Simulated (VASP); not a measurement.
# Sn (P6_3/mmc) in VASP: a series of runs

The runs below take Sn through single point, with PBEsol.

All numbers are computed with VASP 6.6.1; they aren't measurements. Logs are shortened: lines on timing, memory, paths and dates and some standing lists are left out, and cuts for length are marked.

### 1 The cell of the first run

The structure is hexagonal, space group P6_3/mmc (No. 194). Conventional cell: a = 3.333 Å, b = 3.333 Å, c = 10.967 Å, α = 90.00°, β = 90.00°, γ = 120.00°. Sn (site symmetry -3m) has 12 Sn at 3.33 to 3.35 Å within 4.4 Å. Sn (site symmetry -6m2) has 12 Sn at 3.33 to 3.35 Å within 4.4 Å.

This isn't the form of Sn at room conditions, which is tetragonal (white tin).

### 2 Single point, PBEsol

INCAR

```
SYSTEM = Sn
ALGO = Fast
EDIFF = 1E-6
ENCUT = 520
GGA = PS
ISIF = 2
ISMEAR = 0
LASPH = .TRUE.
LCHARG = .TRUE.
LELF = .TRUE.
LREAL = .FALSE.
LVHAR = .TRUE.
LWAVE = .FALSE.
NBANDS = 36
NELM = 100
PREC = Accurate
SIGMA = 0.1
```

KPOINTS

```
k-points
0
G
  15 15 6
  0 0 0
```

POSCAR

```
Sn
1.0
    3.3333276885      0.0000000000      0.0000000000
   -1.6666638443      2.8867464573      0.0000000000
    0.0000000000      0.0000000000     10.9669128225
Sn
4
Direct
    0.0000000000      0.0000000000      0.0000000000
    0.0000000000      0.0000000000      0.5000000000
    0.3333333333      0.6666666667      0.7500000000
    0.6666666667      0.3333333333      0.2500000000
```

Potentials or basis: VASP PAW PBE potentials, release 64 (Sn_d).

On the command line:

```bash
$ cat potpaw_PBE.64/Sn_d/POTCAR > POTCAR
$ mpirun -np 1 vasp_std > vasp.out
```

OUTCAR:

```text
SYSTEM = Sn
   EDIFF = 1E-6
   ENCUT = 520
   GGA = PS
   ISIF = 2
   ISMEAR = 0
   LASPH = .TRUE.
   LREAL = .FALSE.
   NELM = 100
   PREC = Accurate

 ion  position               nearest neighbor table
   1  0.000  0.000  0.000-   3 3.35   4 3.35   3 3.35   4 3.35   4 3.35   3 3.35
   2  0.000  0.000  0.500-   3 3.35   4 3.35   3 3.35   4 3.35   4 3.35   3 3.35
   3  0.333  0.667  0.750-   1 3.35   2 3.35   1 3.35   2 3.35   1 3.35   2 3.35
   4  0.667  0.333  0.250-   1 3.35   2 3.35   1 3.35   2 3.35   1 3.35   2 3.35

  LATTYP: Found a hexagonal cell.
 ALAT       =     3.3333276885
 C/A-ratio  =     3.2900794183

  Lattice vectors:

 A1 = (   3.3333276885,   0.0000000000,   0.0000000000)
 A2 = (  -1.6666638443,   2.8867464573,   0.0000000000)
 A3 = (   0.0000000000,   0.0000000000,  10.9669128225)

Analysis of symmetry for initial positions (statically):
=====================================================================
 Subroutine PRICEL returns:
 Original cell was already a primitive cell.

 Routine SETGRP: Setting up the symmetry group for a
 hexagonal supercell.

 Subroutine GETGRP returns: Found 24 space group operations
 (whereof 12 operations were pure point group operations)
 out of a pool of 24 trial point group operations.

The static configuration has the point symmetry D_3d.
 The point group associated with its full space group is D_6h.

Analysis of symmetry for dynamics (positions and initial velocities):
=====================================================================
 Subroutine PRICEL returns:
 Original cell was already a primitive cell.

 Routine SETGRP: Setting up the symmetry group for a
 hexagonal supercell.

 Subroutine GETGRP returns: Found 24 space group operations
 (whereof 12 operations were pure point group operations)
 out of a pool of 24 trial point group operations.

The dynamic configuration has the point symmetry D_3d.
 The point group associated with its full space group is D_6h.

 Subroutine INISYM returns: Found 24 space group operations
 (whereof 12 operations are pure point group operations),
 and found     1 'primitive' translations

----------------------------------------------------------------------------------------

                                     Primitive cell

  volume of cell :     105.5288

  direct lattice vectors                    reciprocal lattice vectors
     3.333327688  0.000000000  0.000000000     0.300000508  0.173205374  0.000000000
    -1.666663844  2.886746457  0.000000000     0.000000000  0.346410748  0.000000000
[... 92 lines left out ...]
   NSW    =      0    number of steps for IOM
   IBRION =     -1    ionic relax: 0-MD 1-quasi-New 2-CG
   NFREE  =      0    steps in history (QN), initial steepest desc. (CG)
   ISIF   =      2    stress and relaxation
   ISYM   =      2    0-nonsym 1-usesym 2-fastsym
   POTIM  = 0.5000    time-step for ionic-motion
   TEBEG  =    0.0;   TEEND  =   0.0 temperature during run
   PSTRESS=    0.0 pullay stress
   NELECT =      56.0000    total number of electrons
   NUPDOWN=      -1.0000    fix difference up-down
   EMIN   =  10.00;   EMAX   =-10.00  energy-range for DOS
   EFERMI =   0.00;   METHOD = LEGACY
   ISMEAR =     0;   SIGMA  =   0.10  broadening in eV -4-tet -1-fermi 0-gaus
   EFERMI_NEDOS =   21; number of points for ismear=-14 and -15
   IALGO  =     68    algorithm
   IMIX   =      4    mixing-type and parameters
     AMIX     =   0.40;   BMIX     =  1.00
     AMIX_MAG =   1.60;   BMIX_MAG =  1.00
  volume/ion in A,a.u.               =      26.38       178.04
  Fermi-wavevector in a.u.,A,eV,Ry     =   1.325401  2.504644 23.901174  1.756687
  Thomas-Fermi vector in A             =   2.454864
   LORBIT       =      0    0 simple, 1 ext, 2 COOP (PROOUT), +10 PAW based schemes
   GGA     = PS    functional components
   LHFCALC =     F    Hartree Fock is set to
   AEXX    =    0.0000 exact exchange contribution
   IVDW    =     0    specifies the selected vdW correction
   LEPSILON=     F    determine dielectric tensor
   LRPA    =     F    only Hartree local field effects (RPA)
 non-spin polarized calculation
 RMM-DIIS sequential band-by-band and
 Gauss-broadening in eV      SIGMA  =   0.10
  energy-cutoff  :      520.00
  volume of cell :      105.53
 maximum number of plane-waves:      2872
 NGX is ok and might be reduce to    28
   NGX = 13   NGY = 13   NGZ = 41

 number of electron      55.9999988 magnetization

 Free energy of the ion-electron system (eV)
  ---------------------------------------------------
  ext. energy  EPLUGINS =         0.00000000
  ---------------------------------------------------
  free energy    TOTEN  =       -16.94488895 eV

  energy without entropy =      -16.93532630  energy(sigma->0) =      -16.94010763

 E-fermi :   8.3601     XC(G=0): -10.6437

 val. band max:        8.3490517342   @ k =   0.4000  -0.0000   0.0000
 cond. band min:       8.3679904797   @ k =   0.4000   0.0667   0.3333
 fundamental gap:      0.0189387455
 Fermi energy:         8.3601089352

 k-point     1 :       0.0000    0.0000    0.0000
  band No.  band energies     occupation
      1     -13.1365      2.00000
      2     -13.1346      2.00000
      3     -13.1220      2.00000
      4     -13.1220      2.00000
      5     -13.1159      2.00000
      6     -13.1157      2.00000
[... 925 lines left out ...]
     35      12.1177      0.00000
     36      13.1015      0.00000

 [... further k-points ...]

------------------------ aborting loop because EDIFF is reached ----------------------------------------

  FORCE on cell =-STRESS in cart. coord.  units (eV):
  Direction    XX          YY          ZZ          XY          YZ          ZX
  --------------------------------------------------------------------------------------
  -------------------------------------------------------------------------------------
  Total       -0.1292145     -0.1292145     -0.1072375      0.0000000      0.0000000      0.0000000
  in kB       -1.9617815     -1.9617815     -1.6281189      0.0000000      0.0000000      0.0000000
  external PRESSURE =      -1.8505606 kB  Pullay stress =       0.0000000 kB

 VOLUME and BASIS-vectors are now :
 -----------------------------------------------------------------------------
  energy-cutoff  :      520.00
  volume of cell :      105.53
      direct lattice vectors                 reciprocal lattice vectors
     3.333327688  0.000000000  0.000000000     0.300000508  0.173205374  0.000000000
    -1.666663844  2.886746457  0.000000000     0.000000000  0.346410748  0.000000000
     0.000000000  0.000000000 10.966912822     0.000000000  0.000000000  0.091183364

 POSITION                                       TOTAL-FORCE (eV/Angst)
 -----------------------------------------------------------------------------------
      0.00000      0.00000      0.00000         0.000000      0.000000     -0.000000
      0.00000      0.00000      5.48346         0.000000      0.000000     -0.000000
     -0.00000      1.92450      8.22518         0.000000      0.000000     -0.000000
      1.66666      0.96225      2.74173        -0.000000     -0.000000      0.000000
 -----------------------------------------------------------------------------------
    total drift:                                0.000000      0.000000      0.000000

  FREE ENERGIE OF THE ION-ELECTRON SYSTEM (eV)
  ---------------------------------------------------
  free  energy   TOTEN  =       -16.9448889535 eV

  energy  without entropy=      -16.9353262970  energy(sigma->0) =      -16.94010763
```

stdout:

```text
POSCAR found type information on POSCAR Sn
 POSCAR found :  1 types and       4 ions
 scaLAPACK will be used
 -----------------------------------------------------------------------------
|                                                                             |
|                                                                             |
|     You enforced a specific xc type in the INCAR file but a different       |
|     I HOPE YOU KNOW WHAT YOU ARE DOING!                                     |
|                                                                             |
 -----------------------------------------------------------------------------

 LDA part: xc-table for (Slater+PW92), standard interpolation
 POSCAR, INCAR and KPOINTS ok, starting setup
 FFT: planning ... GRIDC
 FFT: planning ... GRID_SOFT
 FFT: planning ... GRID
 WAVECAR not read
 entering main loop
WARNING in EDDRMM: call to ZHEGV failed, returncode =   6  3     35
WARNING in EDDRMM: call to ZHEGV failed, returncode =   6  3     35
WARNING in EDDRMM: call to ZHEGV failed, returncode =   6  3     33
```

Wall time 5 min (1 thread of AMD EPYC 9R45 (Zen 5), shared host); peak memory 0.4 GiB.

What came out:

- Free energy: -16.9449 eV
- Pressure: -0.2 GPa
- Band gap on the k mesh: zero (bands 28 and 29 overlap by 8.72 eV)

Caveat: the PAW data sets were made with another functional, which shifts forces and pressure a little; spin-orbit coupling is left out, which moves the levels of the heavy elements.

### 3 Single point, PBEsol

This run uses another cell than the first one, of 32.04 Å³/atom.

INCAR

```
PREC = Accurate
ENCUT = 520
EDIFF = 1E-6
ISMEAR = 0
SIGMA = 0.1
LREAL = F
LASPH = T
NELM = 100
ALGO = Normal
ISIF = 2
LWAVE = F
LCHARG = F
GGA = PS
NBANDS = 36
```

KPOINTS

```
Automatic mesh
0
Gamma
  6 6 2
```

POSCAR

```
Sn
1.0
    5.1463033330      0.0000000000      0.0000000000
   -2.5731516665      4.4568294220      0.0000000000
    0.0000000000      0.0000000000      5.5884988443
Sn
4
Direct
    0.0000000000      0.0000000000      0.2500000000
    0.0000000000      0.0000000000      0.7500000000
    0.3333333333      0.6666666667      0.7500000000
    0.6666666667      0.3333333333      0.2500000000
```

Potentials or basis: VASP PAW PBE potentials, release 64 (Sn_d).

On the command line:

```bash
$ cat potpaw_PBE.64/Sn_d/POTCAR > POTCAR
$ mpirun -np 1 vasp_std > vasp.out
```

Run time: 29 s. Hardware: 1 thread of AMD EPYC 9R45 (Zen 5), shared host; peak memory 0.22 GiB.

Results (log left out):

```
Free energy            : -15.6130 eV
Pressure               : 0.1 GPa
Band gap on the k mesh : zero (bands 28 and 29 overlap by 2.37 eV)
```

Stress tensor (GPa, compression positive):
```
-0.04  0.00  0.00
 0.00 -0.04  0.00
 0.00  0.00  0.26
```

Levels at points of the mesh, in eV from the Fermi level:
```csv
k point,band 26,band 27,band 28,band 29,band 30,band 31
"(0.00, 0.00, 0.00)",-2.35,-2.02,-0.91,-0.91,1.02,2.41
"(0.50, 0.00, 0.00)",-3.54,-0.69,-0.47,-0.43,0.77,1.30
"(0.00, 0.00, 0.50)",-1.43,-1.43,-1.43,0.23,0.23,1.75
"(0.50, 0.00, 0.50)",-2.37,-1.59,-1.59,1.91,1.91,3.58
```

Caveat: the k points lie up to 0.56 Å⁻¹ apart, too coarse for converged energies and pressures of a metal; the PAW data sets were made with another functional, which shifts forces and pressure a little; spin-orbit coupling is left out, which moves the levels of the heavy elements.

### 4 Single point, PBEsol

This run uses another cell than the first one, of 38.21 Å³/atom.

INCAR

```
SYSTEM = Sn
PREC = Accurate
ENCUT = 520
EDIFF = 1E-7
ISMEAR = 0
SIGMA = 0.1
LREAL = .False.
LASPH = .True.
NELM = 100
ALGO = Fast
ISIF = 2
LWAVE = .False.
LCHARG = .False.
GGA = PS
NBANDS = 36
```

KPOINTS

```
Automatic mesh
0
Gamma
  6 6 2
  0 0 0
```

POSCAR

```
Sn
1.0
    4.0166735406      0.0000000000      0.0000000000
   -2.0083367703      3.4785413248      0.0000000000
    0.0000000000      0.0000000000     10.9397206186
Sn
4
Direct
    0.0000000000      0.0000000000      0.2500000000
    0.0000000000      0.0000000000      0.7500000000
    0.3333333333      0.6666666667      0.7500000000
    0.6666666667      0.3333333333      0.2500000000
```

On the command line:

```bash
$ cat potpaw_PBE.64/Sn_d/POTCAR > POTCAR
$ mpirun -np 1 vasp_std > vasp.out
```

It took 66 s on 1 thread of AMD EPYC 9R45 (Zen 5), shared host; peak memory 0.24 GiB.

Results (log left out):

| Item | Value |
| --- | --- |
| Free energy | -8.6524 eV |
| Pressure | 30.6 GPa |
| Band gap on the k mesh | zero (filled and empty bands overlap) |

Stress tensor (GPa, compression positive):
```
46.14  0.00  0.00
 0.00 46.14  0.00
 0.00  0.00 -0.51
```

Levels at points of the mesh, in eV from the Fermi level:
| k point | band 26 | band 27 | band 28 | band 29 | band 30 | band 31 |
| --- | --- | --- | --- | --- | --- | --- |
| (0.00, 0.00, 0.00) | -0.46 | -0.44 | -0.44 | 1.99 | 2.31 | 2.36 |
| (0.50, 0.00, 0.00) | -2.91 | -1.34 | -1.06 | 0.75 | 1.05 | 1.51 |
| (0.00, 0.00, 0.50) | -0.45 | -0.45 | -0.45 | 2.34 | 2.34 | 3.15 |
| (0.50, 0.00, 0.50) | -2.93 | -1.18 | -1.18 | 0.81 | 0.81 | 1.56 |

Caveat: the cell stands under pressure; the PAW data sets were made with another functional, which shifts forces and pressure a little; spin-orbit coupling is left out, which moves the levels of the heavy elements.

### 5 The runs side by side

```tsv
cell	k mesh	gap on the mesh (eV)	pressure (GPa)
a = 3.333, b = 3.333, c = 10.967 Å, angles 90.0, 90.0, 120.0°, 4 atoms, atomic positions A	15 × 15 × 6	none	-0.2
a = 5.146, b = 5.146, c = 5.588 Å, angles 90.0, 90.0, 120.0°, 4 atoms, atomic positions B	6 × 6 × 2	none	0.1
a = 4.017, b = 4.017, c = 10.940 Å, angles 90.0, 90.0, 120.0°, 4 atoms, atomic positions B	6 × 6 × 2	none	30.6
```

Alike in all rows: task single point; level PBEsol; potentials or basis VASP PAW PBE potentials, release 64 (Sn_d); no spin polarisation; cutoff (eV) 520; smearing gaussian 0.1 eV.

Caveats: some runs use coarse meshes; the PAW data sets were made with another functional, which shifts forces and pressure a little; spin-orbit coupling is left out, which moves the levels of the heavy elements; the cell stands under pressure (at least some runs).

Total energies depend on the potentials used, so only differences within one code and one set of settings carry meaning.
